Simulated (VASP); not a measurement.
# SnO2 in VASP: a series of runs, part 3 of 3

VASP 6.6.1.

## (4) Single point, r2SCAN (uniaxial x strain -3.4%)

POSCAR

```
SnO2
1.0
    0.0000000000      2.5334669704      2.5334669704
    2.4478357868      0.0000000000      2.5334669704
    2.4478357868      2.5334669704      0.0000000000
Sn O
1 2
Direct
    0.0000000000      0.0000000000      0.0000000000
    0.2500000000      0.2500000000      0.2500000000
    0.7500000000      0.7500000000      0.7500000000
```

INCAR.step1

```
PREC = Accurate ; ENCUT = 520
ISMEAR = 0 ; SIGMA = 0.01
LREAL = F ; LASPH = T
NELM = 100 ; NBANDS = 20
GGA = PE ; ALGO = Normal
EDIFF = 1E-4 ; LWAVE = T
LCHARG = F
```

INCAR.step2

```
PREC = Accurate ; ENCUT = 520
EDIFF = 1E-6 ; ISMEAR = 0
SIGMA = 0.01 ; LREAL = F
LASPH = T ; NELM = 100
ALGO = Normal ; ISIF = 2
LWAVE = F ; LCHARG = F
METAGGA = R2SCAN ; LMIXTAU = T
NBANDS = 20 ; ISTART = 1
```

KPOINTS

```
Automatic mesh
0
Gamma
  8 8 8
```

Potentials or basis: VASP PAW PBE potentials, release 64 (Sn_d, O).

Command:

```bash
cat potpaw_PBE.64/Sn_d/POTCAR potpaw_PBE.64/O/POTCAR > POTCAR
cp INCAR.step1 INCAR
mpirun -np 1 vasp_std > vasp.out
cp INCAR.step2 INCAR
mpirun -np 1 vasp_std > vasp.out
```

OUTCAR:

```text
PREC = Accurate
   ENCUT = 520
   EDIFF = 1E-6
   ISMEAR = 0
   LREAL = F
   LASPH = T
   NELM = 100
   ISIF = 2
   METAGGA = R2SCAN
   ISTART = 1

 ion  position               nearest neighbor table
   1  0.000  0.000  0.000-   3 2.17   3 2.17   3 2.17   2 2.17   3 2.17   2 2.17   2 2.17   2 2.17

   2  0.250  0.250  0.250-   1 2.17   1 2.17   1 2.17   1 2.17
   3  0.750  0.750  0.750-   1 2.17   1 2.17   1 2.17   1 2.17

  LATTYP: Found a body centered tetragonal cell.
 ALAT       =     3.5828633494
 C/A-ratio  =     1.3664131440

  Lattice vectors:

 A1 = (  -2.4478357868,   0.0000000000,  -2.5334669704)
 A2 = (  -2.4478357868,   0.0000000000,   2.5334669704)
 A3 = (   2.4478357868,   2.5334669704,   0.0000000000)

Analysis of symmetry for initial positions (statically):
=====================================================================
 Subroutine PRICEL returns:
 Original cell was already a primitive cell.

 Routine SETGRP: Setting up the symmetry group for a
 body centered tetragonal supercell.

 Subroutine GETGRP returns: Found 16 space group operations
 (whereof 16 operations were pure point group operations)
 out of a pool of 16 trial point group operations.

The static configuration has the point symmetry D_4h.

Analysis of symmetry for dynamics (positions and initial velocities):
=====================================================================
 Subroutine PRICEL returns:
 Original cell was already a primitive cell.

 Routine SETGRP: Setting up the symmetry group for a
 body centered tetragonal supercell.

 Subroutine GETGRP returns: Found 16 space group operations
 (whereof 16 operations were pure point group operations)
 out of a pool of 16 trial point group operations.

The dynamic configuration has the point symmetry D_4h.

 Subroutine INISYM returns: Found 16 space group operations
 (whereof 16 operations are pure point group operations),
 and found     1 'primitive' translations

----------------------------------------------------------------------------------------

                                     Primitive cell

  volume of cell :      31.4226

  direct lattice vectors                    reciprocal lattice vectors
     0.000000000  2.533466970  2.533466970    -0.204262068  0.197358010  0.197358010
     2.447835787  0.000000000  2.533466970     0.204262068 -0.197358010  0.197358010
     2.447835787  2.533466970  0.000000000     0.204262068  0.197358010 -0.197358010

  length of vectors
     3.582863349  3.522833367  3.522833367     0.345866102  0.345866102  0.345866102

  position of ions in fractional coordinates (direct lattice)
     0.000000000  0.000000000  0.000000000
     0.250000000  0.250000000  0.250000000
     0.750000000  0.750000000  0.750000000

  ion indices of the primitive-cell ions
   primitive index   ion index
                 1           1
                 2           2
                 3           3

----------------------------------------------------------------------------------------

 KPOINTS: Automatic mesh

Automatic generation of k-mesh.
 Grid dimensions read from file:
 generate k-points for:    8    8    8

 Generating k-lattice:

  Cartesian coordinates                     Fractional coordinates (reciprocal lattice)
    -0.025532759  0.024669751  0.024669751     0.125000000  0.000000000  0.000000000
     0.025532759 -0.024669751  0.024669751     0.000000000  0.125000000  0.000000000
     0.025532759  0.024669751 -0.024669751     0.000000000  0.000000000  0.125000000

  Length of vectors
     0.043233263  0.043233263  0.043233263

  Shift w.r.t. Gamma in fractional coordinates (k-lattice)
     0.000000000  0.000000000  0.000000000

 Subroutine IBZKPT returns following result:
 ===========================================

 Found     59 irreducible k-points:

 Following reciprocal coordinates:
            Coordinates               Weight
  0.000000  0.000000  0.000000      1.000000
  0.125000 -0.000000 -0.000000      8.000000
  0.250000 -0.000000 -0.000000      8.000000
  0.375000 -0.000000 -0.000000      8.000000
  0.500000 -0.000000 -0.000000      4.000000
  0.125000  0.125000  0.000000      4.000000
[... 16 lines left out ...]
  0.250000  0.125000  0.125000      4.000000
  0.375000  0.125000  0.125000      8.000000
 [... further k-points ...]
   k-points           NKPTS =     59   k-points in BZ     NKDIM =     59   number of bands    NBANDS=     20
   number of dos      NEDOS =    301   number of ions     NIONS =      3
   total plane-waves  NPLWV =  21952
   dimension x,y,z NGX =    28 NGY =   28 NGZ =   28
   dimension x,y,z NGXF=    56 NGYF=   56 NGZF=   56
   ions per type =               1   2
   NGX,Y,Z   is equivalent  to a cutoff of  12.99, 13.21, 13.21 a.u.
   NGXF,Y,Z  is equivalent  to a cutoff of  25.98, 26.43, 26.43 a.u.
 SYSTEM =  unknown system
   PREC   = accura    normal or accurate (medium, high low for compatibility)
   ISTART =      1    job   : 0-new  1-cont  2-samecut
   ICHARG =      0    charge: 1-file 2-atom 10-const
   ISPIN  =      1    spin polarized calculation?
   LNONCOLLINEAR =      F non collinear calculations
   LSORBIT =      F    spin-orbit coupling
   LASPH  =      T    aspherical Exc in radial PAW
   ENCUT  =  520.0 eV  38.22 Ry    6.18 a.u.   6.66  6.55  6.55*2*pi/ulx,y,z
   NELM   =    100;   NELMIN=  2; NELMDL=  0     # of ELM steps
   EDIFF  = 0.1E-05   stopping-criterion for ELM
   LREAL  =      F    real-space projection
   EDIFFG = 0.1E-04   stopping-criterion for IOM
   NSW    =      0    number of steps for IOM
   IBRION =     -1    ionic relax: 0-MD 1-quasi-New 2-CG
   NFREE  =      0    steps in history (QN), initial steepest desc. (CG)
   ISIF   =      2    stress and relaxation
   ISYM   =      2    0-nonsym 1-usesym 2-fastsym
   POTIM  = 0.5000    time-step for ionic-motion
   TEBEG  =    0.0;   TEEND  =   0.0 temperature during run
   PSTRESS=    0.0 pullay stress
   NELECT =      26.0000    total number of electrons
   NUPDOWN=      -1.0000    fix difference up-down
   EMIN   =  10.00;   EMAX   =-10.00  energy-range for DOS
   EFERMI =   0.00;   METHOD = LEGACY
   ISMEAR =     0;   SIGMA  =   0.01  broadening in eV -4-tet -1-fermi 0-gaus
   EFERMI_NEDOS =   21; number of points for ismear=-14 and -15
   IALGO  =     38    algorithm
   IMIX   =      4    mixing-type and parameters
     AMIX     =   0.40;   BMIX     =  1.00
     AMIX_MAG =   1.60;   BMIX_MAG =  1.00
  volume/ion in A,a.u.               =      10.47        70.68
  Fermi-wavevector in a.u.,A,eV,Ry     =   1.536922  2.904361 32.138699  2.362128
  Thomas-Fermi vector in A             =   2.643503
   LORBIT       =      0    0 simple, 1 ext, 2 COOP (PROOUT), +10 PAW based schemes
   METAGGA = R2SCAN    functional components
   LHFCALC =     F    Hartree Fock is set to
   AEXX    =    0.0000 exact exchange contribution
   IVDW    =     0    specifies the selected vdW correction
   LEPSILON=     F    determine dielectric tensor
   LRPA    =     F    only Hartree local field effects (RPA)
 non-spin polarized calculation
 Gauss-broadening in eV      SIGMA  =   0.01
  energy-cutoff  :      520.00
  volume of cell :       31.42
 maximum number of plane-waves:       869
   NGX = 13   NGY = 13   NGZ = 13

 number of electron      26.0000003 magnetization

 Free energy of the ion-electron system (eV)
  ---------------------------------------------------
  ext. energy  EPLUGINS =         0.00000000
  ---------------------------------------------------
  free energy    TOTEN  =       -41.40049862 eV

  energy without entropy =      -41.40049862  energy(sigma->0) =      -41.40049862

 E-fermi :   8.5497     XC(G=0): -12.9746

 val. band max:        8.3935428977   @ k =  -0.2500   0.5000   0.2500
 cond. band min:       9.4168091942   @ k =   0.0000   0.0000   0.0000
 fundamental gap:      1.0232662965
 Fermi energy:         8.5497135207

 k-point     1 :       0.0000    0.0000    0.0000
  band No.  band energies     occupation
      1     -12.9365      2.00000
      2     -12.9365      2.00000
      3     -12.8983      2.00000
      4     -12.8251      2.00000
      5     -12.6968      2.00000
      6     -12.6864      2.00000
[... 12 lines left out ...]
     19      24.1750      0.00000
[... 513 lines left out ...]
      4     -12.7078      2.00000
      5     -12.7004      2.00000
      6     -11.5809      2.00000
[... 12 lines left out ...]
     19      24.4736      0.00000
     20      27.4610      0.00000

 [... further k-points ...]

------------------------ aborting loop because EDIFF is reached ----------------------------------------

  FORCE on cell =-STRESS in cart. coord.  units (eV):
  Direction    XX          YY          ZZ          XY          YZ          ZX
  --------------------------------------------------------------------------------------
  -------------------------------------------------------------------------------------
  Total        4.3486095      0.8235433      0.8235433     -0.0000000      0.0000000     -0.0000000
  in kB      221.7268154     41.9908081     41.9908081     -0.0000000      0.0000000     -0.0000000
  external PRESSURE =     101.9028106 kB  Pullay stress =       0.0000000 kB

 VOLUME and BASIS-vectors are now :
 -----------------------------------------------------------------------------
  energy-cutoff  :      520.00
  volume of cell :       31.42
      direct lattice vectors                 reciprocal lattice vectors
     0.000000000  2.533466970  2.533466970    -0.204262068  0.197358010  0.197358010
     2.447835787  0.000000000  2.533466970     0.204262068 -0.197358010  0.197358010
     2.447835787  2.533466970  0.000000000     0.204262068  0.197358010 -0.197358010

 POSITION                                       TOTAL-FORCE (eV/Angst)
 -----------------------------------------------------------------------------------
      0.00000      0.00000      0.00000         0.000000      0.000000     -0.000000
      1.22392      1.26673      1.26673        -0.000000     -0.000000     -0.000000
      3.67175      3.80020      3.80020         0.000000      0.000000      0.000000
 -----------------------------------------------------------------------------------
    total drift:                               -0.000000     -0.000000      0.000000

  FREE ENERGIE OF THE ION-ELECTRON SYSTEM (eV)
  ---------------------------------------------------
  free  energy   TOTEN  =       -41.4004986184 eV

  energy  without entropy=      -41.4004986184  energy(sigma->0) =      -41.40049862
```

OUTCAR.step1:

```text
PREC = Accurate
   ENCUT = 520
   ISMEAR = 0
   LREAL = F
[... 779 lines left out ...]
      0.00000      0.00000      0.00000         0.000000     -0.000000      0.000000
      1.22392      1.26673      1.26673        -0.000000      0.000000      0.000000
      3.67175      3.80020      3.80020         0.000000     -0.000000     -0.000000
 -----------------------------------------------------------------------------------
    total drift:                                0.000000     -0.000000      0.000000

  FREE ENERGIE OF THE ION-ELECTRON SYSTEM (eV)
  ---------------------------------------------------
  free  energy   TOTEN  =       -17.7297922781 eV

  energy  without entropy=      -17.7297922781  energy(sigma->0) =      -17.72979228
```

Run time: 3.1 min. Hardware: 1 thread of Intel Xeon Platinum 8175M at 2.50GHz (Skylake/Cascade Lake), shared host; peak memory 0.18 GiB.

Results:

```yaml
Free_energy: -41.4005 eV
Pressure: 10.2 GPa
Band_gap_on_the_k_mesh: 1.02 eV (least direct gap 2.27 eV)
```

Caveat: the cell differs from its parent crystal (uniaxial x strain -3.4%); the cell stands under pressure; the PAW data sets were made with another functional, which shifts forces and pressure a little; spin-orbit coupling is left out, which moves the levels of the heavy elements. A k mesh can miss the band edges.

## (5) Single point, r2SCAN (strain along [111] +0.3%)

POSCAR

```
SnO2
1.0
    0.0050669339      2.5385339043      2.5385339043
    2.5385339043      0.0050669339      2.5385339043
    2.5385339043      2.5385339043      0.0050669339
Sn O
1 2
Direct
    0.0000000000      0.0000000000      0.0000000000
    0.2500000000      0.2500000000      0.2500000000
    0.7500000000      0.7500000000      0.7500000000
```

INCAR.step1

```
PREC = Accurate
ENCUT = 520
ISMEAR = 0
SIGMA = 0.01
LREAL = False
LASPH = True
NELM = 100
NBANDS = 20
GGA = PE
ALGO = Normal
EDIFF = 1E-4
LWAVE = True
LCHARG = False
```

INCAR.step2

```
PREC = Accurate
ENCUT = 520
EDIFF = 1E-7
ISMEAR = 0
SIGMA = 0.01
LREAL = False
LASPH = True
NELM = 100
ALGO = Normal
ISIF = 2
LWAVE = False
LCHARG = False
METAGGA = R2SCAN
LMIXTAU = True
NBANDS = 20
ISTART = 1
```

KPOINTS

```
regular mesh
0
Gamma
  8 8 8
```

Command:

```bash
cat potpaw_PBE.64/Sn_d/POTCAR potpaw_PBE.64/O/POTCAR > POTCAR
cp INCAR.step1 INCAR
mpirun -np 1 vasp_std > vasp.out
cp INCAR.step2 INCAR
mpirun -np 1 vasp_std > vasp.out
```

Run time: 4.2 min. Hardware: 1 thread of Intel Xeon Platinum 8175M at 2.50GHz (Skylake/Cascade Lake), shared host; peak memory 0.19 GiB.

It converged, with:

```
Free energy            : -41.4823 eV
Pressure               : 0.7 GPa
Largest force          : 0.009 eV/Å
Band gap on the k mesh : 0.83 eV (least direct gap 2.24 eV)
```

Forces on the atoms (eV/Å):
```
Sn   0.000  0.000  0.000
O   -0.005 -0.005 -0.005
O    0.005  0.005  0.005
```

Levels at points of the mesh, in eV from the valence-band top:
```tsv
k point	band 10	band 11	band 12	band 13	band 14	band 15	band 16	band 17
(0.00, 0.00, 0.00)	-3.02	-1.44	-1.44	-1.41	0.83	7.83	7.90	7.90
(0.50, 0.00, 0.00)	-3.47	-3.46	-2.20	-2.20	5.51	8.61	11.34	11.40
(0.50, 0.50, 0.00)	-5.63	-0.21	-0.20	-0.13	3.84	8.07	10.47	13.31
(0.50, 0.50, 0.50)	-3.46	-3.46	-2.19	-2.19	5.50	8.59	11.37	11.37
```

Caveat: the cell differs from its parent crystal (strain along [111] +0.3%); the PAW data sets were made with another functional, which shifts forces and pressure a little; spin-orbit coupling is left out, which moves the levels of the heavy elements. A k mesh can miss the band edges.

## (6) The runs side by side

| level | cell | smearing | gap on the mesh (eV) | pressure (GPa) | largest force (eV/Å) |
| --- | --- | --- | --- | --- | --- |
| PBE | a = 3.583, b = 3.523, c = 3.523 Å, angles 61.1, 59.4, 59.4°, 3 atoms | fermi-dirac 0.02 eV | 0.43 | 18.9 | - |
| PBE | a = 3.590 Å, angles 59.9°, 3 atoms | fermi-dirac 0.02 eV | 0.25 | 9.3 | 0.01 |
| r2SCAN | a = 3.583, b = 3.523, c = 3.523 Å, angles 61.1, 59.4, 59.4°, 3 atoms | gaussian 0.01 eV | 1.02 | 10.2 | - |
| r2SCAN | a = 3.590 Å, angles 59.9°, 3 atoms | gaussian 0.01 eV | 0.83 | 0.7 | 0.01 |

Alike in all rows: task single point; potentials or basis VASP PAW PBE potentials, release 64 (Sn_d, O); no spin polarisation; k mesh 8 × 8 × 8; cutoff (eV) 520.

Caveats: spin-orbit coupling is left out, which moves the levels of the heavy elements; the cell stands under pressure (at least some runs); the PAW data sets were made with another functional, which shifts forces and pressure a little (at least some runs).

Absolute energies hang on the potentials; compare differences alone.
